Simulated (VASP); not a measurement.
# CaO (Fm-3m) in VASP: notebook

The runs below take CaO through relaxation of cell and atoms, with PBEsol.

Everything below comes from runs of VASP 6.6.1. Logs are shortened: lines on timing, memory, paths and dates and some standing lists are left out, and cuts for length are marked.

## 1. The cell of the first run

Symmetry: Fm-3m, No. 225, cubic system. The conventional cell has a = 4.767 Å, b = 4.767 Å, c = 4.767 Å, α = 90.00°, β = 90.00°, γ = 90.00°. Ca (site symmetry m-3m) has 6 O at 2.38 Å within 3.1 Å. O (site symmetry m-3m) has 6 Ca at 2.38 Å within 3.1 Å.

## 2. Relaxation of cell and atoms, PBEsol, target pressure 5 GPa, at which the enthalpy is minimised

INCAR

```
PREC = Accurate
ENCUT = 600
EDIFF = 1E-6
ISMEAR = 0
SIGMA = 0.01
LREAL = F
LASPH = T
NELM = 100
ALGO = Normal
ISIF = 3
LWAVE = F
LCHARG = F
GGA = PS
IBRION = 2
NSW = 80
EDIFFG = -0.001
PSTRESS = 50.0
```

KPOINTS

```
regular mesh
0
Gamma
  8 8 8
```

POSCAR

```
CaO
1.0
    0.0000000000      2.3835706886      2.3835706886
    2.3835706886      0.0000000000      2.3835706886
    2.3835706886      2.3835706886      0.0000000000
Ca O
1 1
Direct
    0.0000000000      0.0000000000      0.0000000000
    0.5000000000      0.5000000000      0.5000000000
```

Potentials or basis: VASP PAW PBE potentials, release 64 (Ca_sv, O).

Run with:

```
> cat potpaw_PBE.64/Ca_sv/POTCAR potpaw_PBE.64/O/POTCAR > POTCAR
> mpirun -np 1 vasp_std > vasp.out
```

OUTCAR:

```text
PREC = Accurate
   ENCUT = 600
   EDIFF = 1E-6
   ISMEAR = 0
   LREAL = F
   LASPH = T
   NELM = 100
   ISIF = 3
   GGA = PS
   IBRION = 2
   NSW = 80
   EDIFFG = -0.001
   PSTRESS = 50.0

 ion  position               nearest neighbor table
   1  0.000  0.000  0.000-   2 2.38   2 2.38   2 2.38   2 2.38   2 2.38   2 2.38
   2  0.500  0.500  0.500-   1 2.38   1 2.38   1 2.38   1 2.38   1 2.38   1 2.38

  LATTYP: Found a face centered cubic cell.
 ALAT       =     4.7671413772

  Lattice vectors:

 A1 = (   0.0000000000,   2.3835706886,   2.3835706886)
 A2 = (   2.3835706886,   0.0000000000,   2.3835706886)
 A3 = (   2.3835706886,   2.3835706886,   0.0000000000)

Analysis of symmetry for initial positions (statically):
=====================================================================
 Subroutine PRICEL returns:
 Original cell was already a primitive cell.

 Routine SETGRP: Setting up the symmetry group for a
 face centered cubic supercell.

 Subroutine GETGRP returns: Found 48 space group operations
 (whereof 48 operations were pure point group operations)
 out of a pool of 48 trial point group operations.

The static configuration has the point symmetry O_h .

Analysis of symmetry for dynamics (positions and initial velocities):
=====================================================================
 Subroutine PRICEL returns:
 Original cell was already a primitive cell.

 Routine SETGRP: Setting up the symmetry group for a
 face centered cubic supercell.

 Subroutine GETGRP returns: Found 48 space group operations
 (whereof 48 operations were pure point group operations)
 out of a pool of 48 trial point group operations.

The dynamic configuration has the point symmetry O_h .

 Subroutine INISYM returns: Found 48 space group operations
 (whereof 48 operations are pure point group operations),
 and found     1 'primitive' translations

----------------------------------------------------------------------------------------

                                     Primitive cell

  volume of cell :      27.0841

  direct lattice vectors                    reciprocal lattice vectors
     0.000000000  2.383570689  2.383570689    -0.209769319  0.209769319  0.209769319
     2.383570689  0.000000000  2.383570689     0.209769319 -0.209769319  0.209769319
     2.383570689  2.383570689  0.000000000     0.209769319  0.209769319 -0.209769319

  length of vectors
     3.370877995  3.370877995  3.370877995     0.363331118  0.363331118  0.363331118

  position of ions in fractional coordinates (direct lattice)
     0.000000000  0.000000000  0.000000000
     0.500000000  0.500000000  0.500000000

  ion indices of the primitive-cell ions
   primitive index   ion index
                 1           1
                 2           2

----------------------------------------------------------------------------------------

 KPOINTS: regular mesh

Automatic generation of k-mesh.
 Grid dimensions read from file:
 generate k-points for:    8    8    8

 Generating k-lattice:

  Cartesian coordinates                     Fractional coordinates (reciprocal lattice)
    -0.026221165  0.026221165  0.026221165     0.125000000  0.000000000  0.000000000
     0.026221165 -0.026221165  0.026221165     0.000000000  0.125000000  0.000000000
     0.026221165  0.026221165 -0.026221165     0.000000000  0.000000000  0.125000000

  Length of vectors
     0.045416390  0.045416390  0.045416390

  Shift w.r.t. Gamma in fractional coordinates (k-lattice)
     0.000000000  0.000000000  0.000000000

 Subroutine IBZKPT returns following result:
 ===========================================

 Found     29 irreducible k-points:

 Following reciprocal coordinates:
            Coordinates               Weight
  0.000000  0.000000  0.000000      1.000000
  0.125000  0.000000  0.000000      8.000000
  0.250000  0.000000  0.000000      8.000000
  0.375000  0.000000  0.000000      8.000000
  0.500000  0.000000  0.000000      4.000000
  0.125000  0.125000  0.000000      6.000000
[... 16 lines left out ...]
  0.500000  0.250000  0.125000     48.000000
 -0.375000  0.250000  0.125000     24.000000
 [... further k-points ...]
   k-points           NKPTS =     29   k-points in BZ     NKDIM =     29   number of bands    NBANDS=     12
   number of dos      NEDOS =    301   number of ions     NIONS =      2
   total plane-waves  NPLWV =  21952
   dimension x,y,z NGX =    28 NGY =   28 NGZ =   28
   dimension x,y,z NGXF=    56 NGYF=   56 NGZF=   56
   ions per type =               1   1
   NGX,Y,Z   is equivalent  to a cutoff of  13.81, 13.81, 13.81 a.u.
   NGXF,Y,Z  is equivalent  to a cutoff of  27.62, 27.62, 27.62 a.u.
 SYSTEM =  unknown system
   PREC   = accura    normal or accurate (medium, high low for compatibility)
   ISTART =      0    job   : 0-new  1-cont  2-samecut
   ICHARG =      2    charge: 1-file 2-atom 10-const
   ISPIN  =      1    spin polarized calculation?
   LNONCOLLINEAR =      F non collinear calculations
   LSORBIT =      F    spin-orbit coupling
   LASPH  =      T    aspherical Exc in radial PAW
   ENCUT  =  600.0 eV  44.10 Ry    6.64 a.u.   6.73  6.73  6.73*2*pi/ulx,y,z
   NELM   =    100;   NELMIN=  2; NELMDL= -5     # of ELM steps
   EDIFF  = 0.1E-05   stopping-criterion for ELM
   LREAL  =      F    real-space projection
   EDIFFG = -.1E-02   stopping-criterion for IOM
   NSW    =     80    number of steps for IOM
   IBRION =      2    ionic relax: 0-MD 1-quasi-New 2-CG
   NFREE  =      1    steps in history (QN), initial steepest desc. (CG)
   ISIF   =      3    stress and relaxation
   ISYM   =      2    0-nonsym 1-usesym 2-fastsym
   POTIM  = 0.5000    time-step for ionic-motion
   TEBEG  =    0.0;   TEEND  =   0.0 temperature during run
   PSTRESS=   50.0 pullay stress
   NELECT =      16.0000    total number of electrons
   NUPDOWN=      -1.0000    fix difference up-down
   EMIN   =  10.00;   EMAX   =-10.00  energy-range for DOS
   EFERMI =   0.00;   METHOD = LEGACY
   ISMEAR =     0;   SIGMA  =   0.01  broadening in eV -4-tet -1-fermi 0-gaus
   EFERMI_NEDOS =   21; number of points for ismear=-14 and -15
   IALGO  =     38    algorithm
   IMIX   =      4    mixing-type and parameters
     AMIX     =   0.40;   BMIX     =  1.00
     AMIX_MAG =   1.60;   BMIX_MAG =  1.00
  volume/ion in A,a.u.               =      13.54        91.39
  Fermi-wavevector in a.u.,A,eV,Ry     =   1.373652  2.595826 25.673111  1.886920
  Thomas-Fermi vector in A             =   2.499150
   LORBIT       =      0    0 simple, 1 ext, 2 COOP (PROOUT), +10 PAW based schemes
   GGA     = PS    functional components
   LHFCALC =     F    Hartree Fock is set to
   AEXX    =    0.0000 exact exchange contribution
   IVDW    =     0    specifies the selected vdW correction
   LEPSILON=     F    determine dielectric tensor
   LRPA    =     F    only Hartree local field effects (RPA)
 conjugate gradient relaxation of ions
 non-spin polarized calculation
 Gauss-broadening in eV      SIGMA  =   0.01
  energy-cutoff  :      600.00
  volume of cell :       27.08
 maximum number of plane-waves:       934
   NGX = 13   NGY = 13   NGZ = 13

--------------------------------------- Ionic step        1  -------------------------------------------

 number of electron      15.9999997 magnetization

 Free energy of the ion-electron system (eV)
  ---------------------------------------------------
  ext. energy  EPLUGINS =         0.00000000
  ---------------------------------------------------
  free energy    TOTEN  =       -13.41322701 eV

  energy without entropy =      -13.41322701  energy(sigma->0) =      -13.41322701

------------------------ aborting loop because EDIFF is reached ----------------------------------------

  FORCE on cell =-STRESS in cart. coord.  units (eV):
  Direction    XX          YY          ZZ          XY          YZ          ZX
  --------------------------------------------------------------------------------------
  -------------------------------------------------------------------------------------
  Total        0.0963477      0.0963477      0.0963477      0.0000000     -0.0000000      0.0000000
  in kB        5.6995135      5.6995135      5.6995135      0.0000000     -0.0000000      0.0000000
  external PRESSURE =     -44.3004865 kB  Pullay stress =      50.0000000 kB
[... 61 lines left out ...]
  enthalpy is  TOTEN    =       -12.5767892686 eV   P V=        0.8002452645

--------------------------------------- Ionic step        3  -------------------------------------------

 number of electron      15.9999999 magnetization

 Free energy of the ion-electron system (eV)
  ---------------------------------------------------
  ext. energy  EPLUGINS =         0.00000000
  ---------------------------------------------------
  free energy    TOTEN  =       -13.39751338 eV

  energy without entropy =      -13.39751338  energy(sigma->0) =      -13.39751338

 E-fermi :   2.6721     XC(G=0): -11.0351

 val. band max:        2.5414628920   @ k =   0.0000   0.0000   0.0000
 cond. band min:       6.0411960522   @ k =   0.5000   0.5000   0.0000
 fundamental gap:      3.4997331602
 Fermi energy:         2.6721191973

 k-point     1 :       0.0000    0.0000    0.0000
  band No.  band energies     occupation
      1     -34.6111      2.00000
      2     -15.4027      2.00000
      3     -15.4027      2.00000
      4     -15.4027      2.00000
      5     -13.0196      2.00000
      6       2.5415      2.00000
      7       2.5415      2.00000
      8       2.5415      2.00000
      9       7.5999      0.00000
     10       8.8693      0.00000
     11       8.8693      0.00000
     12       8.8693      0.00000
[... 331 lines left out ...]
 k-point    24 :      -0.3750    0.2500    0.1250
  band No.  band energies     occupation
      1     -34.4502      2.00000
      2     -16.5696      2.00000
      3     -15.7047      2.00000
      4     -15.5603      2.00000
      5     -11.8677      2.00000
      6       0.3531      2.00000
      7       1.3374      2.00000
      8       1.3833      2.00000
      9       9.4761      0.00000
     10       9.5416      0.00000
     11      11.6759      0.00000
     12      11.9466      0.00000

 [... further k-points ...]

------------------------ aborting loop because EDIFF is reached ----------------------------------------

  FORCE on cell =-STRESS in cart. coord.  units (eV):
  Direction    XX          YY          ZZ          XY          YZ          ZX
  --------------------------------------------------------------------------------------
  -------------------------------------------------------------------------------------
  Total        0.8154551      0.8154551      0.8154551     -0.0000000      0.0000000     -0.0000000
  in kB       49.9499464     49.9499464     49.9499464     -0.0000000      0.0000000     -0.0000000
  external PRESSURE =      -0.0500536 kB  Pullay stress =      50.0000000 kB
[... 17 lines left out ...]
  FREE ENERGIE OF THE ION-ELECTRON SYSTEM (eV)
  ---------------------------------------------------
  free  energy   TOTEN  =       -13.3975133785 eV

  energy  without entropy=      -13.3975133785  energy(sigma->0) =      -13.39751338

  enthalpy is  TOTEN    =       -12.5812411437 eV   P V=        0.8162722348

 reached required accuracy - stopping structural energy minimisation
```

It took 43 s on 1 thread of Intel Xeon 8259CL, shared host; peak memory 0.17 GiB.

Results:

| Item | Value |
| --- | --- |
| Free energy | -13.3975 eV |
| Relaxed volume | 13.08 Å³/atom |
| Relaxed cell | a = 3.332 Å, b = 3.332 Å, c = 3.332 Å, α = 60.00°, β = 60.00°, γ = 60.00° |
| Space group after relaxing (to 0.1 Å) | Fm-3m (No. 225) |
| Energy change on relaxing (the run minimises the enthalpy) | +7.9 meV/atom |
| Ionic steps | 3 |
| Pressure after relaxing | 5.0 GPa |
| Band gap on the k mesh | 3.50 eV (least direct gap 3.86 eV) |

Step by step:
| step | energy change (eV) | largest force (eV/Å) | pressure (GPa) | volume (Å³) |
| --- | --- | --- | --- | --- |
| 1 | 0.0000 | 0.0000 | 0.57 | 27.08 |
| 2 | 0.0362 | 0.0000 | 7.83 | 25.64 |
| 3 | 0.0157 | 0.0000 | 4.99 | 26.16 |

Final structure:
```cif
data_structure
_symmetry_space_group_name_H-M 'P 1'
_symmetry_Int_Tables_number 1
_cell_length_a 3.3319
_cell_length_b 3.3319
_cell_length_c 3.3319
_cell_angle_alpha 60.000
_cell_angle_beta 60.000
_cell_angle_gamma 60.000
_cell_volume 26.16
loop_
_atom_site_label
_atom_site_type_symbol
_atom_site_fract_x
_atom_site_fract_y
_atom_site_fract_z
_atom_site_occupancy
Ca1 Ca 0.00000 0.00000 0.00000 1
O1 O 0.50000 0.50000 0.50000 1
```

Levels at points of the mesh, in eV from the valence-band top:
| k point | band 6 | band 7 | band 8 | band 9 | band 10 | band 11 |
| --- | --- | --- | --- | --- | --- | --- |
| (0.00, 0.00, 0.00) | 0.00 | 0.00 | 0.00 | 5.06 | 6.33 | 6.33 |
| (0.50, 0.00, 0.00) | -2.84 | -1.35 | -1.35 | 7.29 | 8.70 | 8.70 |
| (0.50, 0.50, 0.00) | -1.28 | -0.36 | -0.36 | 3.50 | 8.50 | 9.26 |

Caveat: the cell is relaxed towards a set pressure, so the run minimises the enthalpy, not the energy; the PAW data sets were made with another functional, which shifts forces and pressure a little.

## 3. Relaxation of cell and atoms, PBEsol

This run uses another cell than the first one, of 13.94 Å³/atom.

INCAR

```
  ALGO = Normal
  EDIFF = 1E-6
  EDIFFG = -0.005
  ENCUT = 600
  GGA = PS
  IBRION = 2
  ISIF = 3
  ISMEAR = 0
  LASPH = T
  LCHARG = F
  LREAL = F
  LWAVE = F
  NELM = 80
  NSW = 100
  PREC = Accurate
  SIGMA = 0.02
```

KPOINTS

```
k-points
0
Gamma
  8 8 8
```

POSCAR

```
CaO
1.0
    0.0000000000      2.4065000000      2.4065000000
    2.4065000000      0.0000000000      2.4065000000
    2.4065000000      2.4065000000      0.0000000000
Ca O
1 1
Direct
    0.0000000000      0.0000000000      0.0000000000
    0.5000000000      0.5000000000      0.5000000000
```

Potentials or basis: VASP PAW PBE potentials, release 64 (Ca_sv, O).

Run with:

```
> cat potpaw_PBE.64/Ca_sv/POTCAR potpaw_PBE.64/O/POTCAR > POTCAR
> mpirun -np 1 vasp_std > vasp.out
```

It took 44 s on 1 thread of Intel Xeon 8259CL, shared host; peak memory 0.17 GiB.

Results (log left out):

- Free energy: -13.4146 eV
- Relaxed volume: 13.61 Å³/atom
- Relaxed cell: a = 3.376 Å, b = 3.376 Å, c = 3.376 Å, α = 60.00°, β = 60.00°, γ = 60.00°
- Space group after relaxing (to 0.1 Å): Fm-3m (No. 225)
- Energy gained by relaxing: 2.8 meV/atom
- Ionic steps: 3
- Pressure after relaxing: 0.0 GPa
- Band gap on the k mesh: 3.53 eV (least direct gap 3.90 eV)

The path:
| step | energy change (eV) | largest force (eV/Å) | pressure (GPa) | volume (Å³) |
| --- | --- | --- | --- | --- |
| 1 | 0.0000 | 0.0000 | -2.61 | 27.87 |
| 2 | -0.0047 | 0.0000 | 1.07 | 26.97 |
| 3 | -0.0055 | 0.0000 | 0.00 | 27.21 |

Final structure:
```
Ca O
1.0
     0.00000    2.38733    2.38733
     2.38733    0.00000    2.38733
     2.38733    2.38733    0.00000
Ca O
1 1
Direct
  0.00000 0.00000 0.00000
  0.50000 0.50000 0.50000
```

Levels at points of the mesh, in eV from the valence-band top:
| k point | band 6 | band 7 | band 8 | band 9 | band 10 | band 11 |
| --- | --- | --- | --- | --- | --- | --- |
| (0.00, 0.00, 0.00) | 0.00 | 0.00 | 0.00 | 4.73 | 6.24 | 6.24 |
| (0.50, 0.00, 0.00) | -2.74 | -1.26 | -1.26 | 7.11 | 8.48 | 8.49 |
| (0.50, 0.50, 0.00) | -1.31 | -0.37 | -0.37 | 3.53 | 8.19 | 9.04 |

Caveat: the PAW data sets were made with another functional, which shifts forces and pressure a little. A k mesh can miss the band edges.
